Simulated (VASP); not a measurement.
# BN in VASP: notebook

The runs below take BN through single point, with PBE+D3(BJ).

Everything below comes from runs of VASP 6.6.1. Logs are shortened: lines on timing, memory, paths and dates and some standing lists are left out, and cuts for length are marked.

### 1 The cell of the first run

The cell holds a slab with vacuum, 2 atoms: a = 2.408 Å, b = 2.408 Å, c = 26.000 Å, α = 90.00°, β = 90.00°, γ = 60.00°.

### 2 Single point, PBE+D3(BJ) (biaxial strain -0.040, then relaxed in part)

File INCAR:

```
ALGO = Normal
DIPOL = 0.5 0.5 0.500
EDIFF = 1E-6
ENCUT = 520
GGA = PE
IDIPOL = 3
ISIF = 2
ISMEAR = 0
IVDW = 12
LASPH = T
LCHARG = F
LDIPOL = T
LREAL = F
LWAVE = F
NBANDS = 11
NELM = 60
PREC = Accurate
SIGMA = 0.02
```

File KPOINTS:

```
k-points
0
Gamma
  10 10 1
```

File POSCAR:

```
BN
1.0
    2.4084040423      0.0013795064      0.0000000000
    1.2029931210      2.0864370312      0.0000000000
    0.0000000000      0.0000000000     26.0000000000
B N
1 1
Direct
    0.4999824916      0.4999824916      0.5000000000
    0.8333175184      0.8333175184      0.5000000000
```

Potentials or basis: VASP PAW PBE potentials, release 64 (B, N).

On the command line:

```sh
> cat potpaw_PBE.64/B/POTCAR potpaw_PBE.64/N/POTCAR > POTCAR
> mpirun -np 1 vasp_std > vasp.out
```

OUTCAR:

```text
EDIFF = 1E-6
   ENCUT = 520
   GGA = PE
   ISIF = 2
   ISMEAR = 0
   IVDW = 12
   LASPH = T
   LREAL = F
   NELM = 60
   PREC = Accurate
 IVDW          = 12

 ion  position               nearest neighbor table
   1  0.500  0.500  0.500-   2 1.39   2 1.39   2 1.39
   2  0.833  0.833  0.500-   1 1.39   1 1.39   1 1.39

  LATTYP: Found a hexagonal cell.
 ALAT       =     2.4084044375
 C/A-ratio  =    10.7955290215

  Lattice vectors:

 A1 = (  -1.2029931210,  -2.0864370312,   0.0000000000)
 A2 = (   2.4084040423,   0.0013795064,   0.0000000000)
 A3 = (   0.0000000000,   0.0000000000,  26.0000000000)

Analysis of symmetry for initial positions (statically):
=====================================================================
 Subroutine PRICEL returns:
 Original cell was already a primitive cell.

 Routine SETGRP: Setting up the symmetry group for a
 hexagonal supercell.

 Subroutine GETGRP returns: Found 12 space group operations
 (whereof  4 operations were pure point group operations)
 out of a pool of 24 trial point group operations.

The static configuration has the point symmetry C_2v.
 The point group associated with its full space group is D_3h.

Analysis of symmetry for dynamics (positions and initial velocities):
=====================================================================
 Subroutine PRICEL returns:
 Original cell was already a primitive cell.

 Routine SETGRP: Setting up the symmetry group for a
 hexagonal supercell.

 Subroutine GETGRP returns: Found 12 space group operations
 (whereof  4 operations were pure point group operations)
 out of a pool of 24 trial point group operations.

The dynamic configuration has the point symmetry C_2v.
 The point group associated with its full space group is D_3h.

 Subroutine INISYM returns: Found 12 space group operations
 (whereof  4 operations are pure point group operations),
 and found     1 'primitive' translations

----------------------------------------------------------------------------------------

                                     Primitive cell

  volume of cell :     130.6064

  direct lattice vectors                    reciprocal lattice vectors
     2.408404042  0.001379506  0.000000000     0.415349895 -0.239481498  0.000000000
     1.202993121  2.086437031  0.000000000    -0.000274620  0.479444312  0.000000000
     0.000000000  0.000000000 26.000000000     0.000000000  0.000000000  0.038461538

[... 84 lines left out ...]
   NUPDOWN=      -1.0000    fix difference up-down
   EMIN   =  10.00;   EMAX   =-10.00  energy-range for DOS
   EFERMI =   0.00;   METHOD = LEGACY
   ISMEAR =     0;   SIGMA  =   0.02  broadening in eV -4-tet -1-fermi 0-gaus
   EFERMI_NEDOS =   21; number of points for ismear=-14 and -15
   IALGO  =     38    algorithm
   IMIX   =      4    mixing-type and parameters
     AMIX     =   0.40;   BMIX     =  1.00
     AMIX_MAG =   1.60;   BMIX_MAG =  1.00
  volume/ion in A,a.u.               =      65.30       440.69
  Fermi-wavevector in a.u.,A,eV,Ry     =   0.645332  1.219501  5.666195  0.416454
  Thomas-Fermi vector in A             =   1.712953
   LORBIT       =      0    0 simple, 1 ext, 2 COOP (PROOUT), +10 PAW based schemes
   GGA     = PE    functional components
   LHFCALC =     F    Hartree Fock is set to
   AEXX    =    0.0000 exact exchange contribution
   IVDW    =    12    specifies the selected vdW correction
   LEPSILON=     F    determine dielectric tensor
   LRPA    =     F    only Hartree local field effects (RPA)
 non-spin polarized calculation
 Gauss-broadening in eV      SIGMA  =   0.02
  energy-cutoff  :      520.00
  volume of cell :      130.61
 maximum number of plane-waves:      3579
 NGX is ok and might be reduce to    18
   NGX =  9   NGY =  9   NGZ = 97

 number of electron       8.0000004 magnetization

 dipolmoment           0.000000      0.000000     -0.000000 electrons x Angstroem

 Free energy of the ion-electron system (eV)
  ---------------------------------------------------
  ext. energy  EPLUGINS =         0.00000000
  ---------------------------------------------------
  free energy    TOTEN  =       -17.36852949 eV

  energy without entropy =      -17.36852949  energy(sigma->0) =      -17.36852949

 E-fermi :  -4.6669     XC(G=0):  -1.6643

 val. band max:       -4.7643498179   @ k =  -0.4000   0.3000   0.0000
 cond. band min:      -0.0122792716   @ k =   0.0000   0.0000   0.0000
 fundamental gap:      4.7520705462
 Fermi energy:        -4.6668593264

 k-point     1 :       0.0000    0.0000    0.0000
  band No.  band energies     occupation
      1     -22.9332      2.00000
      2     -10.4332      2.00000
      3      -5.7363      2.00000
      4      -5.7360      2.00000
      5      -0.0123      0.00000
      6       0.8504      0.00000
      7       1.1260      0.00000
      8       1.5861      0.00000
      9       1.8528      0.00000
     10       2.7557      0.00000
     11       3.1245      0.00000
[... 169 lines left out ...]
 k-point    14 :      -0.4000    0.3000    0.0000
  band No.  band energies     occupation
      1     -18.9341      2.00000
      2     -13.1386      2.00000
      3     -11.5718      2.00000
      4      -4.7643      2.00000
      5       0.6079      0.00000
      6       8.3112      0.00000
      7       8.7580      0.00000
      8      10.4250      0.00000
      9      10.4346      0.00000
     10      10.6616      0.00000
     11      11.0454      0.00000

------------------------ aborting loop because EDIFF is reached ----------------------------------------

 vacuum level on the upper side and lower side of the slab       (xc-potential included)        -0.010        -0.010

 Edisp (eV)   -0.16707

 E8    (eV) :    -0.0536

  FORCE on cell =-STRESS in cart. coord.  units (eV):
  Direction    XX          YY          ZZ          XY          YZ          ZX
  --------------------------------------------------------------------------------------
  -------------------------------------------------------------------------------------
  Total       5.48589     5.48593    -0.02203    -0.00004     0.00000     0.00000
  in kB      67.29655    67.29707    -0.27023    -0.00046     0.00000     0.00000
  external pressure =       44.77 kB  Pullay stress =        0.00 kB

 VOLUME and BASIS-vectors are now :
 -----------------------------------------------------------------------------
  energy-cutoff  :      520.00
  volume of cell :      130.61
      direct lattice vectors                 reciprocal lattice vectors
     2.408404042  0.001379506  0.000000000     0.415349895 -0.239481498  0.000000000
     1.202993121  2.086437031  0.000000000    -0.000274620  0.479444312  0.000000000
     0.000000000  0.000000000 26.000000000     0.000000000  0.000000000  0.038461538

 POSITION                                       TOTAL-FORCE (eV/Angst)
 -----------------------------------------------------------------------------------
      1.80564      1.04387     13.00000         0.000000      0.000000      0.000000
      3.00944      1.73981     13.00000        -0.000000     -0.000000      0.000000
 -----------------------------------------------------------------------------------
    total drift:                               -0.003333     -0.001927     -0.000000

  FREE ENERGIE OF THE ION-ELECTRON SYSTEM (eV)
  ---------------------------------------------------
  free  energy   TOTEN  =       -17.5355976858 eV

  energy  without entropy=      -17.5355976858  energy(sigma->0) =      -17.53559769

 vacuum level on the upper side and lower side of the slab         1.064         1.064
```

OSZICAR:

```text
N       E                     dE             d eps       ncg     rms          rms(c)
DAV:   1     0.717632822346E+02    0.71763E+02   -0.31163E+03   316   0.510E+02
DAV:   2    -0.124851511429E+02   -0.84248E+02   -0.65923E+02   455   0.118E+02
DAV:   3    -0.197265067866E+02   -0.72414E+01   -0.72348E+01   441   0.506E+01
[... 13 lines left out ...]
DAV:  17    -0.173685103281E+02   -0.49172E-04   -0.29812E-06   346   0.698E-03    0.761E-04
DAV:  18    -0.173685254063E+02   -0.15078E-04   -0.16738E-07   393   0.159E-03    0.497E-04
DAV:  19    -0.173685274250E+02   -0.20187E-05   -0.24406E-08   376   0.732E-04    0.270E-04
DAV:  20    -0.173685293440E+02   -0.19189E-05   -0.22723E-08   337   0.501E-04    0.782E-05
DAV:  21    -0.173685294896E+02   -0.14565E-06   -0.58373E-10   396   0.901E-05
   1 F= -.17535598E+02 E0= -.17535598E+02  d E =-.324593E-13
```

Run time: 26 s. Hardware: 1 thread of Intel Xeon Platinum 8259CL at 2.50GHz (Skylake/Cascade Lake), shared host; peak memory 0.23 GiB.

Results:

| Quantity | Value |
| --- | --- |
| Free energy | -17.5356 eV |
| Band gap on the k mesh | 4.75 eV, indirect (least direct gap 5.37 eV) |
| Dispersion energy per atom | -0.084 eV |

Levels at points of the mesh, in eV from the valence-band top:
| k point | band 1 | band 2 | band 3 | band 4 | band 5 | band 6 | band 7 | band 8 | band 9 |
| --- | --- | --- | --- | --- | --- | --- | --- | --- | --- |
| (0.00, 0.00, 0.00) | -18.17 | -5.67 | -0.97 | -0.97 | 4.75 | 5.61 | 5.89 | 6.35 | 6.62 |
| (0.50, 0.00, 0.00) | -14.73 | -9.15 | -4.10 | -0.81 | 5.24 | 11.13 | 13.19 | 13.68 | 13.87 |

Caveat: the cell differs from its parent crystal (biaxial strain -0.040, then relaxed in part).

### 3 Single point, PBE+D3(BJ) (biaxial strain +0.040, then relaxed in part)

File INCAR:

```
ALGO     = Normal         # electronic algorithm
DIPOL    = 0.5 0.5 0.500
EDIFF    = 1E-7           # SCF threshold, eV
ENCUT    = 520            # plane-wave cutoff, eV
GGA      = PE             # functional
IDIPOL   = 3            
ISIF     = 2              # what is computed and relaxed
ISMEAR   = 0              # smearing method
IVDW     = 12             # dispersion correction
LASPH    = True           # aspherical terms in the spheres
LCHARG   = False          # write CHGCAR
LDIPOL   = True         
LREAL    = False          # projectors in reciprocal space
LWAVE    = False          # write WAVECAR
NBANDS   = 11             # bands
NELM     = 100            # most SCF steps
PREC     = Accurate       # precision mode
SIGMA    = 0.02           # smearing width, eV
```

KPOINTS is that of step 2.

File POSCAR:

```
BN
1.0
    2.6091043792      0.0014944652      0.0000000000
    1.3032425477      2.2603067838      0.0000000000
    0.0000000000      0.0000000000     26.0000000000
B N
1 1
Direct
    0.4999824916      0.4999824916      0.5000000000
    0.8333175184      0.8333175184      0.5000000000
```

Potentials or basis: VASP PAW PBE potentials, release 64 (B, N).

On the command line:

```sh
> cat potpaw_PBE.64/B/POTCAR potpaw_PBE.64/N/POTCAR > POTCAR
> mpirun -np 1 vasp_std > vasp.out
```

Run time: 36 s. Hardware: 1 thread of Intel Xeon Platinum 8259CL at 2.50GHz (Skylake/Cascade Lake), shared host; peak memory 0.26 GiB.

The run converged. Its results:

| Quantity | Value |
| --- | --- |
| Free energy | -17.5820 eV |
| Band gap on the k mesh | 4.66 eV, direct |
| Dispersion energy per atom | -0.071 eV |

Levels at points of the mesh, in eV from the valence-band top:
| k point | band 1 | band 2 | band 3 | band 4 | band 5 | band 6 | band 7 | band 8 |
| --- | --- | --- | --- | --- | --- | --- | --- | --- |
| (0.00, 0.00, 0.00) | -16.80 | -4.48 | -1.30 | -1.30 | 4.93 | 5.87 | 6.16 | 6.62 |
| (0.50, 0.00, 0.00) | -14.07 | -8.25 | -3.79 | -0.63 | 4.70 | 8.71 | 12.13 | 12.59 |

Caveat: the cell differs from its parent crystal (biaxial strain +0.040, then relaxed in part).

### 4 Single point, PBE+D3(BJ) (biaxial strain +0.070, then relaxed in part)

File INCAR:

```
SYSTEM = BN
ALGO     = Normal         ! electronic algorithm
DIPOL    = 0.5 0.5 0.500
EDIFF    = 1E-7           ! SCF threshold, eV
ENCUT    = 520            ! plane-wave cutoff, eV
GGA      = PE             ! functional
IDIPOL   = 3            
ISIF     = 2              ! what is computed and relaxed
ISMEAR   = 0              ! smearing method
IVDW     = 12             ! dispersion correction
LASPH    = .TRUE.         ! aspherical terms in the spheres
LCHARG   = .TRUE.         ! write CHGCAR
LDIPOL   = .TRUE.       
LELF     = .TRUE.         ! ELF
LREAL    = .FALSE.        ! projectors in reciprocal space
LVACPOTAV= .TRUE.       
LVHAR    = .TRUE.       
LWAVE    = .FALSE.        ! write WAVECAR
NBANDS   = 11             ! bands
NELM     = 80             ! most SCF steps
PREC     = Accurate       ! precision mode
SIGMA    = 0.02           ! smearing width, eV
```

File KPOINTS:

```
k-points
0
G
  10 10 1
  0 0 0
```

File POSCAR:

```
BN
1.0
    2.6843670055      0.0015375748      0.0000000000
    1.3408360828      2.3255079410      0.0000000000
    0.0000000000      0.0000000000     26.0000000000
B N
1 1
Direct
    0.4999824916      0.4999824916      0.5000000000
    0.8333175184      0.8333175184      0.5000000000
```

On the command line:

```sh
> cat potpaw_PBE.64/B/POTCAR potpaw_PBE.64/N/POTCAR > POTCAR
> mpirun -np 1 vasp_std > vasp.out
```

It took 48 s on 1 thread of Intel Xeon Platinum 8259CL at 2.50GHz (Skylake/Cascade Lake), shared host; peak memory 0.26 GiB.

Results (log left out):

| Item | Value |
| --- | --- |
| Free energy | -17.2610 eV |
| Band gap on the k mesh | 4.41 eV, direct |
| Dispersion energy per atom | -0.067 eV |
| Ionisation potential of the upper face | 6.19 eV |

Levels at points of the mesh, in eV from the valence-band top:
| k point | band 2 | band 3 | band 4 | band 5 | band 6 | band 7 |
| --- | --- | --- | --- | --- | --- | --- |
| (0.00, 0.00, 0.00) | -4.12 | -1.39 | -1.39 | 4.90 | 5.93 | 6.24 |
| (0.50, 0.00, 0.00) | -7.95 | -3.68 | -0.58 | 4.50 | 7.88 | 11.75 |

Caveat: the cell differs from its parent crystal (biaxial strain +0.070, then relaxed in part).

### 5 Single point, PBE+D3(BJ), non-collinear spin, zero start, spin-orbit coupling

This run uses another cell than the first one, of 73.72 Å³/atom, 1.129 times its volume.

File INCAR:

```
PREC = Accurate
ENCUT = 520
EDIFF = 1E-6
ISMEAR = 0
SIGMA = 0.02
LREAL = False
LASPH = True
NELM = 200
ALGO = Normal
ISIF = 2
LWAVE = False
LCHARG = False
MAGMOM = 0 0 0 0 0 0
LORBIT = 11
LSORBIT = True
GGA_COMPAT = False
LORBMOM = True
LDIPOL = True
IDIPOL = 3
DIPOL = 0.5 0.5 0.500
GGA = PE
IVDW = 12
NBANDS = 20
NELMDL = -8
```

File KPOINTS:

```
regular mesh
0
Gamma
  10 10 1
```

File POSCAR:

```
BN
1.0
    2.5589292950      0.0014657255      0.0000000000
    1.2781801911      2.2168393456      0.0000000000
    0.0000000000      0.0000000000     26.0000000000
B N
1 1
Direct
    0.4999824916      0.4999824916      0.5000000000
    0.8333175184      0.8333175184      0.5000000000
```

On the command line:

```sh
> cat potpaw_PBE.64/B/POTCAR potpaw_PBE.64/N/POTCAR > POTCAR
> mpirun -np 1 vasp_ncl > vasp.out
```

Run time: 8.9 min. Hardware: 1 thread of Intel Xeon 6975P-C, shared host; peak memory 0.64 GiB.

Results (log left out):

```yaml
Free_energy: -17.7098 eV
Net_moment: 0.00 μB per cell
Valence_electrons_inside_the_program's_atomic_spheres: B 2.06; N 3.96
Dispersion_energy_per_atom: -0.074 eV
```

Moments on the atoms (μB; x, y, z):
```
B   0.00 0.00 0.00
N   0.00 0.00 0.00
```

Caveat: three body term missing.

### 6 Overview

| spin | cell | gap on the mesh (eV) |
| --- | --- | --- |
| off | a = 2.408, b = 2.408, c = 26.000 Å, angles 90.0, 90.0, 60.0°, 2 atoms | 4.75 |
| off | a = 2.609, b = 2.609, c = 26.000 Å, angles 90.0, 90.0, 60.0°, 2 atoms | 4.66 |
| off | a = 2.684, b = 2.684, c = 26.000 Å, angles 90.0, 90.0, 60.0°, 2 atoms | 4.41 |
| non-collinear, zero start, SOC | a = 2.559, b = 2.559, c = 26.000 Å, angles 90.0, 90.0, 60.0°, 2 atoms | - |

Alike in all rows: task single point; level PBE+D3(BJ); potentials or basis VASP PAW PBE potentials, release 64 (B, N); k mesh 10 × 10 × 1; cutoff (eV) 520; smearing gaussian 0.02 eV.

Caveats: three body term missing (some runs).

Total energies depend on the potentials used, so only differences within one code and one set of settings carry meaning.
